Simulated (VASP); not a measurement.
# SiC (I-4m2) in VASP: a series of runs

The runs below take SiC through single point, with r2SCAN.

Everything below comes from runs of VASP 6.6.1. Logs are shortened: lines on timing, memory, paths and dates and some standing lists are left out, and cuts for length are marked.

### Step 1. The cell of the first run

Symmetry: I-4m2, No. 119, tetragonal system. Conventional cell: a = 2.926 Å, b = 2.926 Å, c = 4.574 Å, α = 90.00°, β = 90.00°, γ = 90.00°. Within 2.5 Å of Si (site symmetry -4m2) lie 4 C at 1.86 Å. Within 2.5 Å of C (site symmetry -4m2) lie 4 Si at 1.86 Å.

### Step 2. Single point, r2SCAN (strain -0.050 along x and y, +0.050 along z)

Contents of POSCAR:

```
SiC
1.0
    0.0000000000      2.0692377362      2.2870522348
    2.0692377362      0.0000000000      2.2870522348
    2.0692377362      2.0692377362      0.0000000000
Si C
1 1
Direct
    0.0000000000      0.0000000000      0.0000000000
    0.7500000000      0.7500000000      0.7500000000
```

Contents of INCAR.step1:

```
SYSTEM = SiC
ALGO     = Normal         ! electronic algorithm
EDIFF    = 1E-4           ! SCF threshold, eV
ENCUT    = 520            ! plane-wave cutoff, eV
GGA      = PE             ! functional
ISMEAR   = 0              ! smearing method
LASPH    = .TRUE.         ! aspherical terms in the spheres
LCHARG   = .FALSE.        ! write CHGCAR
LREAL    = .FALSE.        ! projectors in reciprocal space
LWAVE    = .TRUE.         ! write WAVECAR
NBANDS   = 11             ! bands
NELM     = 60             ! most SCF steps
PREC     = Accurate       ! precision mode
SIGMA    = 0.05           ! smearing width, eV
```

Contents of INCAR.step2:

```
SYSTEM = SiC
ALGO     = Normal         ! electronic algorithm
EDIFF    = 1E-7           ! SCF threshold, eV
ENCUT    = 520            ! plane-wave cutoff, eV
ISIF     = 2              ! what is computed and relaxed
ISMEAR   = 0              ! smearing method
ISTART   = 1            
LASPH    = .TRUE.         ! aspherical terms in the spheres
LCHARG   = .FALSE.        ! write CHGCAR
LMIXTAU  = .TRUE.       
LREAL    = .FALSE.        ! projectors in reciprocal space
LWAVE    = .FALSE.        ! write WAVECAR
METAGGA  = R2SCAN         ! meta-GGA
NBANDS   = 11             ! bands
NELM     = 60             ! most SCF steps
PREC     = Accurate       ! precision mode
SIGMA    = 0.05           ! smearing width, eV
```

Contents of KPOINTS:

```
k-points
0
G
  10 10 10
  0 0 0
```

Potentials or basis: VASP PAW PBE potentials, release 64 (Si, C).

On the command line:

```console
> cat potpaw_PBE.64/Si/POTCAR potpaw_PBE.64/C/POTCAR > POTCAR
> cp INCAR.step1 INCAR
> mpirun -np 1 vasp_std > vasp.out
> cp INCAR.step2 INCAR
> mpirun -np 1 vasp_std > vasp.out
```

OUTCAR:

```text
SYSTEM = SiC
   EDIFF = 1E-7
   ENCUT = 520
   ISIF = 2
   ISMEAR = 0
   ISTART = 1
   LASPH = .TRUE.
   LREAL = .FALSE.
   METAGGA = R2SCAN
   NELM = 60
   PREC = Accurate

 ion  position               nearest neighbor table
   1  0.000  0.000  0.000-   2 1.86   2 1.86   2 1.86   2 1.86
   2  0.750  0.750  0.750-   1 1.86   1 1.86   1 1.86   1 1.86

  LATTYP: Found a body centered tetragonal cell.
 ALAT       =     2.9263440703
 C/A-ratio  =     1.5630781479

  Lattice vectors:

 A1 = (  -2.0692377362,   0.0000000000,   2.2870522348)
 A2 = (   2.0692377362,   0.0000000000,   2.2870522348)
 A3 = (   0.0000000000,   2.0692377362,  -2.2870522348)

Analysis of symmetry for initial positions (statically):
=====================================================================
 Subroutine PRICEL returns:
 Original cell was already a primitive cell.

 Routine SETGRP: Setting up the symmetry group for a
 body centered tetragonal supercell.

 Subroutine GETGRP returns: Found  8 space group operations
 (whereof  8 operations were pure point group operations)
 out of a pool of 16 trial point group operations.

The static configuration has the point symmetry D_2d.

Analysis of symmetry for dynamics (positions and initial velocities):
=====================================================================
 Subroutine PRICEL returns:
 Original cell was already a primitive cell.

 Routine SETGRP: Setting up the symmetry group for a
 body centered tetragonal supercell.

 Subroutine GETGRP returns: Found  8 space group operations
 (whereof  8 operations were pure point group operations)
 out of a pool of 16 trial point group operations.

The dynamic configuration has the point symmetry D_2d.

 Subroutine INISYM returns: Found  8 space group operations
 (whereof  8 operations are pure point group operations),
 and found     1 'primitive' translations

----------------------------------------------------------------------------------------

                                     Primitive cell

  volume of cell :      19.5851

  direct lattice vectors                    reciprocal lattice vectors
     0.000000000  2.069237736  2.287052235    -0.241634874  0.241634874  0.218622029
     2.069237736  0.000000000  2.287052235     0.241634874 -0.241634874  0.218622029
     2.069237736  2.069237736  0.000000000     0.241634874  0.241634874 -0.218622029

  length of vectors
     3.084210229  3.084210229  2.926344070     0.405672795  0.405672795  0.405672795

  position of ions in fractional coordinates (direct lattice)
     0.000000000  0.000000000  0.000000000
     0.750000000  0.750000000  0.750000000

  ion indices of the primitive-cell ions
   primitive index   ion index
                 1           1
                 2           2

----------------------------------------------------------------------------------------

 KPOINTS: k-points

Automatic generation of k-mesh.
 Grid dimensions read from file:
 generate k-points for:   10   10   10

 Generating k-lattice:

  Cartesian coordinates                     Fractional coordinates (reciprocal lattice)
    -0.024163487  0.024163487  0.021862203     0.100000000  0.000000000  0.000000000
     0.024163487 -0.024163487  0.021862203     0.000000000  0.100000000  0.000000000
     0.024163487  0.024163487 -0.021862203    -0.000000000 -0.000000000  0.100000000

  Length of vectors
     0.040567279  0.040567279  0.040567279

  Shift w.r.t. Gamma in fractional coordinates (k-lattice)
     0.000000000  0.000000000  0.000000000

 Subroutine IBZKPT returns following result:
 ===========================================

 Found    102 irreducible k-points:

 Following reciprocal coordinates:
            Coordinates               Weight
  0.000000  0.000000  0.000000      1.000000
  0.100000  0.000000  0.000000      8.000000
  0.200000  0.000000  0.000000      8.000000
  0.300000  0.000000  0.000000      8.000000
  0.400000  0.000000  0.000000      8.000000
  0.500000  0.000000  0.000000      4.000000
[... 16 lines left out ...]
  0.300000  0.300000  0.000000      2.000000
  0.400000  0.300000  0.000000      8.000000
 [... further k-points ...]
   k-points           NKPTS =    102   k-points in BZ     NKDIM =    102   number of bands    NBANDS=     11
   number of dos      NEDOS =    301   number of ions     NIONS =      2
   total plane-waves  NPLWV =  13824
   dimension x,y,z NGX =    24 NGY =   24 NGZ =   24
   dimension x,y,z NGXF=    48 NGYF=   48 NGZF=   48
   ions per type =               1   1
   NGX,Y,Z   is equivalent  to a cutoff of  12.94, 12.94, 13.63 a.u.
   NGXF,Y,Z  is equivalent  to a cutoff of  25.87, 25.87, 27.27 a.u.
 SYSTEM =  SiC
   PREC   = accura    normal or accurate (medium, high low for compatibility)
   ISTART =      1    job   : 0-new  1-cont  2-samecut
   ICHARG =      0    charge: 1-file 2-atom 10-const
   ISPIN  =      1    spin polarized calculation?
   LNONCOLLINEAR =      F non collinear calculations
   LSORBIT =      F    spin-orbit coupling
   LASPH  =      T    aspherical Exc in radial PAW
   ENCUT  =  520.0 eV  38.22 Ry    6.18 a.u.   5.73  5.73  5.44*2*pi/ulx,y,z
   NELM   =     60;   NELMIN=  2; NELMDL=  0     # of ELM steps
   EDIFF  = 0.1E-06   stopping-criterion for ELM
   LREAL  =      F    real-space projection
   EDIFFG = 0.1E-05   stopping-criterion for IOM
   NSW    =      0    number of steps for IOM
   IBRION =     -1    ionic relax: 0-MD 1-quasi-New 2-CG
   NFREE  =      0    steps in history (QN), initial steepest desc. (CG)
   ISIF   =      2    stress and relaxation
   ISYM   =      2    0-nonsym 1-usesym 2-fastsym
   POTIM  = 0.5000    time-step for ionic-motion
   TEBEG  =    0.0;   TEEND  =   0.0 temperature during run
   PSTRESS=    0.0 pullay stress
   NELECT =       8.0000    total number of electrons
   NUPDOWN=      -1.0000    fix difference up-down
   EMIN   =  10.00;   EMAX   =-10.00  energy-range for DOS
   EFERMI =   0.00;   METHOD = LEGACY
   ISMEAR =     0;   SIGMA  =   0.05  broadening in eV -4-tet -1-fermi 0-gaus
   EFERMI_NEDOS =   21; number of points for ismear=-14 and -15
   IALGO  =     38    algorithm
   IMIX   =      4    mixing-type and parameters
     AMIX     =   0.40;   BMIX     =  1.00
     AMIX_MAG =   1.60;   BMIX_MAG =  1.00
  volume/ion in A,a.u.               =       9.79        66.08
  Fermi-wavevector in a.u.,A,eV,Ry     =   1.214682  2.295416 20.074743  1.475452
  Thomas-Fermi vector in A             =   2.350094
   LORBIT       =      0    0 simple, 1 ext, 2 COOP (PROOUT), +10 PAW based schemes
   METAGGA = R2SCAN    functional components
   LHFCALC =     F    Hartree Fock is set to
   AEXX    =    0.0000 exact exchange contribution
   IVDW    =     0    specifies the selected vdW correction
   LEPSILON=     F    determine dielectric tensor
   LRPA    =     F    only Hartree local field effects (RPA)
 non-spin polarized calculation
 Gauss-broadening in eV      SIGMA  =   0.05
  energy-cutoff  :      520.00
  volume of cell :       19.59
 maximum number of plane-waves:       549
   NGX = 11   NGY = 11   NGZ = 11

 number of electron       7.9999999 magnetization

 Free energy of the ion-electron system (eV)
  ---------------------------------------------------
  ext. energy  EPLUGINS =         0.00000000
  ---------------------------------------------------
  free energy    TOTEN  =       -19.15061018 eV

  energy without entropy =      -19.15061018  energy(sigma->0) =      -19.15061018

 E-fermi :   9.2415     XC(G=0): -12.1925

 val. band max:        8.9707727051   @ k =  -0.1000   0.1000   0.0000
 cond. band min:      10.0561114507   @ k =   0.5000   0.0000   0.5000
 fundamental gap:      1.0853387456
 Fermi energy:         9.2415026172

 k-point     1 :       0.0000    0.0000    0.0000
  band No.  band energies     occupation
      1      -7.9987      2.00000
      2       8.0879      2.00000
      3       8.9370      2.00000
      4       8.9370      2.00000
      5      16.0406      0.00000
      6      16.8589      0.00000
      7      16.8589      0.00000
      8      17.0659      0.00000
      9      22.2541      0.00000
     10      25.0068      0.00000
     11      25.8885      0.00000

 k-point     2 :       0.1000    0.0000    0.0000
  band No.  band energies     occupation
      1      -7.7861      2.00000
      2       7.4411      2.00000
      3       8.3335      2.00000
      4       8.8448      2.00000
      5      16.1311      0.00000
      6      16.9520      0.00000
      7      17.1574      0.00000
      8      17.6039      0.00000
      9      21.6624      0.00000
     10      24.6031      0.00000
     11      26.1475      0.00000

 k-point     3 :       0.2000    0.0000    0.0000
  band No.  band energies     occupation
      1      -7.1579      2.00000
      2       5.3193      2.00000
      3       7.7455      2.00000
      4       8.6348      2.00000
      5      15.4659      0.00000
      6      17.4006      0.00000
      7      17.7682      0.00000
      8      18.7893      0.00000
      9      21.8406      0.00000
     10      23.3251      0.00000
     11      26.0915      0.00000

 k-point     4 :       0.3000    0.0000    0.0000
  band No.  band energies     occupation
      1      -6.1542      2.00000
      2       2.8478      2.00000
      3       7.2564      2.00000
      4       8.4243      2.00000
      5      14.7348      0.00000
      6      17.2530      0.00000
      7      17.9578      0.00000
      8      19.8319      0.00000
      9      23.3558      0.00000
     10      23.5515      0.00000
     11      26.0461      0.00000

 k-point     5 :       0.4000    0.0000    0.0000
  band No.  band energies     occupation
      1      -4.9165      2.00000
      2       0.6336      2.00000
      3       6.9214      2.00000
      4       8.2850      2.00000
      5      14.2191      0.00000
      6      17.0578      0.00000
      7      17.6633      0.00000
      8      20.1037      0.00000
      9      25.2197      0.00000
     10      25.2819      0.00000
     11      27.3965      0.00000
[... 211 lines left out ...]
 k-point    21 :      -0.3000    0.2000    0.0000
  band No.  band energies     occupation
      1      -4.5333      2.00000
      2       1.4941      2.00000
      3       3.9283      2.00000
      4       8.1628      2.00000
      5      15.7770      0.00000
      6      17.5344      0.00000
      7      18.8964      0.00000
      8      19.8457      0.00000
      9      22.5502      0.00000
     10      26.2945      0.00000
     11      28.5085      0.00000

 k-point    22 :      -0.2000    0.2000    0.0000
  band No.  band energies     occupation
      1      -5.6977      2.00000
      2       3.2714      2.00000
      3       4.6510      2.00000
      4       8.6344      2.00000
      5      16.4066      0.00000
      6      17.6894      0.00000
      7      18.4189      0.00000
      8      18.5454      0.00000
      9      21.4006      0.00000
     10      26.0922      0.00000
     11      27.2380      0.00000

 k-point    23 :       0.3000    0.3000    0.0000
  band No.  band energies     occupation
      1      -5.8263      2.00000
      2       3.2063      2.00000
      3       6.7783      2.00000
      4       6.7783      2.00000
      5      12.5916      0.00000
      6      15.9497      0.00000
      7      21.4565      0.00000
      8      21.6540      0.00000
      9      21.6540      0.00000
     10      28.3132      0.00000
     11      31.9939      0.00000

 k-point    24 :       0.4000    0.3000    0.0000
  band No.  band energies     occupation
      1      -4.9645      2.00000
      2       2.0224      2.00000
      3       5.6842      2.00000
      4       6.5542      2.00000
      5      12.4999      0.00000
      6      16.1809      0.00000
      7      21.2542      0.00000
      8      22.3121      0.00000
      9      23.5692      0.00000
     10      28.8807      0.00000
     11      31.5024      0.00000

 [... further k-points ...]

------------------------ aborting loop because EDIFF is reached ----------------------------------------

  FORCE on cell =-STRESS in cart. coord.  units (eV):
  Direction    XX          YY          ZZ          XY          YZ          ZX
  --------------------------------------------------------------------------------------
  -------------------------------------------------------------------------------------
  Total        2.9635686      2.9635686     -1.3134128      0.0000000      0.0000000      0.0000000
  in kB      242.4368924    242.4368924   -107.4446923      0.0000000      0.0000000      0.0000000
  external PRESSURE =     125.8096975 kB  Pullay stress =       0.0000000 kB

 VOLUME and BASIS-vectors are now :
 -----------------------------------------------------------------------------
  energy-cutoff  :      520.00
  volume of cell :       19.59
      direct lattice vectors                 reciprocal lattice vectors
     0.000000000  2.069237736  2.287052235    -0.241634874  0.241634874  0.218622029
     2.069237736  0.000000000  2.287052235     0.241634874 -0.241634874  0.218622029
     2.069237736  2.069237736  0.000000000     0.241634874  0.241634874 -0.218622029

 POSITION                                       TOTAL-FORCE (eV/Angst)
 -----------------------------------------------------------------------------------
      0.00000      0.00000      0.00000        -0.000000     -0.000000     -0.000000
      3.10386      3.10386      3.43058         0.000000      0.000000      0.000000
 -----------------------------------------------------------------------------------
    total drift:                                0.000001      0.000001     -0.000001

  FREE ENERGIE OF THE ION-ELECTRON SYSTEM (eV)
  ---------------------------------------------------
  free  energy   TOTEN  =       -19.1506101849 eV

  energy  without entropy=      -19.1506101849  energy(sigma->0) =      -19.15061018
```

Wall time 77 s (1 thread of Intel Xeon 8259CL, shared host); peak memory 0.15 GiB.

What came out:

```
Free energy            : -19.1506 eV
Pressure               : 12.6 GPa
Band gap on the k mesh : 1.09 eV, indirect (least direct gap 5.03 eV)
```

Stress tensor (GPa, compression positive):
```
 24.24   0.00   0.00
  0.00  24.24   0.00
  0.00   0.00 -10.74
```

Caveat: the cell differs from its parent crystal (strain -0.050 along x and y, +0.050 along z); the PAW data sets were made with another functional, which shifts forces and pressure a little. A k mesh can miss the band edges.

### Step 3. Single point, r2SCAN (strain +0.000 along x and y, -0.050 along z)

Contents of POSCAR:

```
SiC
1.0
    0.0000000000      2.1781449855      2.0692377362
    2.1781449855      0.0000000000      2.0692377362
    2.1781449855      2.1781449855      0.0000000000
Si C
1 1
Direct
    0.0000000000      0.0000000000      0.0000000000
    0.7500000000      0.7500000000      0.7500000000
```

Contents of INCAR.step1:

```
SYSTEM = SiC
ALGO = Normal
EDIFF = 1E-4
ENCUT = 520
GGA = PE
ISMEAR = 0
LASPH = .TRUE.
LCHARG = .FALSE.
LREAL = .FALSE.
LWAVE = .TRUE.
NBANDS = 11
NELM = 100
PREC = Accurate
SIGMA = 0.05
```

Contents of INCAR.step2:

```
SYSTEM = SiC
ALGO = Normal
EDIFF = 1E-6
ENCUT = 520
ISIF = 2
ISMEAR = 0
ISTART = 1
LASPH = .TRUE.
LCHARG = .FALSE.
LMIXTAU = .TRUE.
LREAL = .FALSE.
LWAVE = .FALSE.
METAGGA = R2SCAN
NBANDS = 11
NELM = 100
PREC = Accurate
SIGMA = 0.05
```

KPOINTS is that of step 2.

Potentials or basis: VASP PAW PBE potentials, release 64 (Si, C).

On the command line:

```console
> cat potpaw_PBE.64/Si/POTCAR potpaw_PBE.64/C/POTCAR > POTCAR
> cp INCAR.step1 INCAR
> mpirun -np 1 vasp_std > vasp.out
> cp INCAR.step2 INCAR
> mpirun -np 1 vasp_std > vasp.out
```

It took 80 s on 1 thread of Intel Xeon 8259CL, shared host; peak memory 0.15 GiB.

The run converged. Its results:

| Quantity | Value |
| --- | --- |
| Free energy | -19.2599 eV |
| Pressure | 12.4 GPa |
| Band gap on the k mesh | 1.14 eV, indirect (least direct gap 5.06 eV) |

Stress tensor (GPa, compression positive):
```
 8.09  0.00  0.00
 0.00  8.09  0.00
 0.00  0.00 21.04
```

Levels at points of the mesh, in eV from the valence-band top:
| k point | band 2 | band 3 | band 4 | band 5 | band 6 | band 7 |
| --- | --- | --- | --- | --- | --- | --- |
| (0.00, 0.00, 0.00) | -0.34 | -0.34 | 0.00 | 7.25 | 7.93 | 8.08 |
| (0.50, 0.00, 0.00) | -9.34 | -1.67 | -1.03 | 6.03 | 7.34 | 8.44 |
| (0.50, 0.50, 0.00) | -7.99 | -4.06 | -4.06 | 1.14 | 4.17 | 15.38 |
| (0.50, 0.00, 0.50) | -8.68 | -3.49 | -3.42 | 1.65 | 5.12 | 14.73 |

Caveat: the cell differs from its parent crystal (strain +0.000 along x and y, -0.050 along z); the PAW data sets were made with another functional, which shifts forces and pressure a little. A k mesh can miss the band edges.
